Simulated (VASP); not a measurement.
# B3N2Cl (P-4m2) in VASP: further runs, part 2 of 2

VASP 6.6.1.

## Step 5: Relaxation of cell and atoms, PBE

INCAR

```
ALGO = Normal ; EDIFF = 1E-6
EDIFFG = -0.04 ; ENCUT = 600
GGA = PE ; IBRION = 2
ISIF = 3 ; ISMEAR = 0
LASPH = T ; LCHARG = F
LREAL = F ; LWAVE = F
NELM = 80 ; NSW = 90
PREC = Accurate ; SIGMA = 0.1
```

KPOINTS

```
k-points
0
Gamma
  6 6 2
```

POSCAR

```
B3N2Cl
1.0
    3.2168838400      0.0000000000      0.0000000000
    0.0000000000      3.2168838400      0.0000000000
    0.0000000000      0.0000000000      7.5713980200
B N Cl
3 2 1
Direct
    0.0000000000      0.0000000000      0.2933384500
    0.0000000000      0.0000000000      0.7066615500
    0.5000000000      0.5000000000      0.0000000000
    0.5000000000      0.0000000000      0.1433060500
    0.0000000000      0.5000000000      0.8566939500
    0.5000000000      0.5000000000      0.5000000000
```

Started as:

```bash
$ cat potpaw_PBE.64/B/POTCAR potpaw_PBE.64/N/POTCAR potpaw_PBE.64/Cl/POTCAR > POTCAR
$ mpirun -np 1 vasp_std > vasp.out
```

It took 1.8 min on 1 thread of Intel Xeon 6975P-C (Granite Rapids), shared host; peak memory 0.22 GiB.

The run converged. Its results:

```
Free energy                           : -37.3072 eV
Relaxed volume                        : 7.92 Å³/atom
Relaxed cell                          : a = 2.626 Å, b = 2.626 Å, c = 6.890 Å, α = 90.00°, β = 90.00°, γ = 90.00°
Space group after relaxing (to 0.1 Å) : P-4m2 (No. 115)
Energy gained by relaxing             : 1256.0 meV/atom
Ionic steps                           : 9
Pressure after relaxing               : 0.0 GPa
Largest force after relaxing          : 0.032 eV/Å
Band gap on the k mesh                : zero (bands 13 and 14 overlap by 3.30 eV)
```

Forces on the atoms (eV/Å):
```
B    0.000  0.000  0.005
B    0.000  0.000 -0.005
B    0.000  0.000  0.000
N    0.000  0.000  0.032
N    0.000  0.000 -0.032
Cl   0.000  0.000  0.000
```

Stress tensor (GPa, compression positive):
```
-0.31  0.00  0.00
 0.00 -0.31  0.00
 0.00  0.00  0.73
```

Step by step:
```csv
step,energy change (eV),largest force (eV/Å),pressure (GPa),volume (Å³)
1,0.0000,2.6678,-36.91,78.35
2,-7.0651,2.0440,-13.75,48.91
3,-7.2869,1.3389,4.47,45.16
4,-7.2843,1.4645,1.27,45.70
5,-7.4618,0.9554,3.37,46.11
6,-7.4634,1.0825,3.51,46.15
7,-7.5215,0.5004,-1.18,47.51
8,-7.5245,0.4308,-0.44,47.26
9,-7.5362,0.0316,0.03,47.52
```

Final structure:
```
CELL_PARAMETERS angstrom
2.62625 0.00000 0.00000
0.00000 2.62625 0.00000
0.00000 0.00000 6.88966
ATOMIC_POSITIONS crystal
B 0.00000 0.00000 0.25304
B 0.00000 0.00000 0.74696
B 0.50000 0.50000 0.00000
N 0.50000 0.00000 0.13153
N 0.00000 0.50000 0.86847
Cl 0.50000 0.50000 0.50000
```

Levels at points of the mesh, in eV from the Fermi level:
```tsv
k point	band 10	band 11	band 12	band 13	band 14	band 15	band 16	band 17
(0.00, 0.00, 0.00)	-3.68	-1.13	-1.13	0.28	2.35	4.29	4.39	5.45
(0.50, 0.00, 0.00)	-5.10	-4.99	-1.92	0.11	1.95	3.34	4.97	6.47
(0.50, 0.50, 0.00)	-6.65	-6.65	-3.22	-1.90	-1.27	-1.27	1.12	5.25
(0.00, 0.00, 0.50)	-5.03	-0.99	-0.99	1.17	2.41	3.32	4.93	4.93
(0.50, 0.00, 0.50)	-5.10	-3.78	-1.04	0.10	1.45	2.82	4.93	6.54
(0.50, 0.50, 0.50)	-6.19	-6.19	-3.45	-1.97	-1.97	-1.63	0.62	7.72
```

Caveat: the k points lie up to 0.46 Å⁻¹ apart in the final cell, too coarse for converged energies and pressures of a metal; the volume moved by over 15 % at a fixed basis, so the end points are rough.

## Step 6: Relaxation of cell and atoms, PBE

This run uses another cell than the first one, of 7.92 Å³/atom.

INCAR

```
ALGO = Normal
EDIFF = 1E-7
EDIFFG = -0.01
ENCUT = 600
GGA = PE
IBRION = 2
ISIF = 3
ISMEAR = 0
LASPH = T
LCHARG = F
LREAL = F
LWAVE = F
NELM = 60
NSW = 100
PREC = Accurate
SIGMA = 0.1
```

KPOINTS

```
k-points
0
Gamma
  14 14 6
```

POSCAR

```
B3N2Cl
1.0
    2.6240369582      0.0000000000      0.0000000000
    0.0000000000      2.6240369582      0.0000000000
    0.0000000000      0.0000000000      6.9012772858
B N Cl
3 2 1
Direct
    0.0000000000      0.0000000000      0.2529321524
    0.0000000000      0.0000000000      0.7470678476
    0.5000000000      0.5000000000      0.0000000000
    0.5000000000      0.0000000000      0.1315774960
    0.0000000000      0.5000000000      0.8684225040
    0.5000000000      0.5000000000      0.5000000000
```

Potentials or basis: VASP PAW PBE potentials, release 64 (B, N, Cl).

Started as:

```bash
$ cat potpaw_PBE.64/B/POTCAR potpaw_PBE.64/N/POTCAR potpaw_PBE.64/Cl/POTCAR > POTCAR
$ mpirun -np 1 vasp_std > vasp.out
```

It took 5.1 min on 1 thread of Intel Xeon 6975P-C (Granite Rapids), shared host; peak memory 0.27 GiB.

It converged, with:

```yaml
Free_energy: -37.3122 eV
Relaxed_volume: 7.93 Å³/atom
Relaxed_cell: a = 2.632 Å, b = 2.632 Å, c = 6.870 Å, α = 90.00°, β = 90.00°, γ = 90.00°
Space_group_after_relaxing_to_0.1_Å: P-4m2 (No. 115)
Energy_gained_by_relaxing: 0.5 meV/atom
Ionic_steps: 9
Pressure_after_relaxing: 0.0 GPa
Band_gap_on_the_k_mesh: zero (bands 13 and 14 overlap by 3.39 eV)
```

Forces on the atoms (eV/Å):
```
B    0.000  0.000 -0.002
B    0.000  0.000  0.002
B    0.000  0.000  0.000
N    0.000  0.000  0.002
N    0.000  0.000 -0.002
Cl   0.000  0.000  0.000
```

The path:
| step | energy change (eV) | largest force (eV/Å) | pressure (GPa) | volume (Å³) |
| --- | --- | --- | --- | --- |
| 1 | 0.0000 | 0.0609 | 1.08 | 47.52 |
| 2 | -0.0019 | 0.0168 | -1.02 | 47.89 |
| 3 | -0.0023 | 0.0182 | -0.42 | 47.78 |
| 4 | -0.0027 | 0.0449 | -0.06 | 47.68 |
| 5 | -0.0027 | 0.0497 | 0.00 | 47.66 |
| 6 | -0.0028 | 0.0247 | 0.02 | 47.62 |
| 7 | -0.0029 | 0.0375 | 0.03 | 47.60 |
| 8 | -0.0029 | 0.0242 | 0.00 | 47.58 |
| 9 | -0.0029 | 0.0021 | 0.01 | 47.59 |

Final structure:
```yaml
crystal:
  lattice:
    - [2.63183, 0.00000, 0.00000]
    - [0.00000, 2.63183, 0.00000]
    - [0.00000, 0.00000, 6.86998]
  atoms:
    - { symbol: B, position: [0.00000, 0.00000, 0.25417] }
    - { symbol: B, position: [0.00000, 0.00000, 0.74583] }
    - { symbol: B, position: [0.50000, 0.50000, 0.00000] }
    - { symbol: N, position: [0.50000, 0.00000, 0.13205] }
    - { symbol: N, position: [0.00000, 0.50000, 0.86795] }
    - { symbol: Cl, position: [0.50000, 0.50000, 0.50000] }
```

Levels at points of the mesh, in eV from the Fermi level:
| k point | band 9 | band 10 | band 11 | band 12 | band 13 | band 14 | band 15 | band 16 | band 17 |
| --- | --- | --- | --- | --- | --- | --- | --- | --- | --- |
| (0.00, 0.00, 0.00) | -5.35 | -3.99 | -1.42 | -1.42 | -0.08 | 1.94 | 3.85 | 4.04 | 5.04 |
| (0.50, 0.00, 0.00) | -5.79 | -5.49 | -5.29 | -2.29 | -0.17 | 1.62 | 3.03 | 4.51 | 6.03 |
| (0.50, 0.50, 0.00) | -8.80 | -6.94 | -6.94 | -3.51 | -2.34 | -1.61 | -1.61 | 0.71 | 4.87 |
| (0.00, 0.00, 0.50) | -5.42 | -5.42 | -1.27 | -1.27 | 0.81 | 2.00 | 2.94 | 4.47 | 4.49 |
| (0.50, 0.00, 0.50) | -5.79 | -5.49 | -4.07 | -1.40 | -0.17 | 1.12 | 2.52 | 4.48 | 6.11 |
| (0.50, 0.50, 0.50) | -8.82 | -6.46 | -6.46 | -3.75 | -2.34 | -2.34 | -2.06 | 0.20 | 7.34 |

## Step 7: The runs side by side

| task | cell | k mesh | cutoff (eV) | gap on the mesh (eV) | pressure (GPa) | relaxed volume (Å³/atom) | largest force (eV/Å) |
| --- | --- | --- | --- | --- | --- | --- | --- |
| single point | a = 3.217, b = 3.217, c = 7.571 Å, 6 atoms, atomic positions A | 6 × 6 × 2 | 520 | none | -36.8 | - | 2.67 |
| relaxation of cell and atoms | relaxed from a = 2.624, b = 2.624, c = 6.901 Å, 6 atoms, atomic positions B | 6 × 6 × 4 | 600 | none | 0.0 | - | 0.02 |
| single point | a = 2.633, b = 2.633, c = 6.873 Å, 6 atoms, atomic positions B | 14 × 14 × 6 | 520 | none | 0.0 | - | - |
| relaxation of cell and atoms | relaxed from a = 3.217, b = 3.217, c = 7.571 Å, 6 atoms, atomic positions A | 6 × 6 × 2 | 600 | none | 0.0 | 7.92 | 0.03 |
| relaxation of cell and atoms | relaxed from a = 2.624, b = 2.624, c = 6.901 Å, 6 atoms, atomic positions B | 14 × 14 × 6 | 600 | none | 0.0 | 7.93 | - |

Alike in all rows: level PBE; potentials or basis VASP PAW PBE potentials, release 64 (B, N, Cl); no spin polarisation; smearing gaussian 0.1 eV.

Caveats: some runs use coarse meshes; forces of over 1 eV/Å act on the atoms, so gaps and moduli don't describe the material at rest (at least some runs); the relaxation stopped at its first step, so nothing moved (at least some runs); the volume moved by over 15 % at a fixed basis, so the end points are rough (at least some runs).

Total energies depend on the potentials used, so only differences within one code and one set of settings carry meaning.
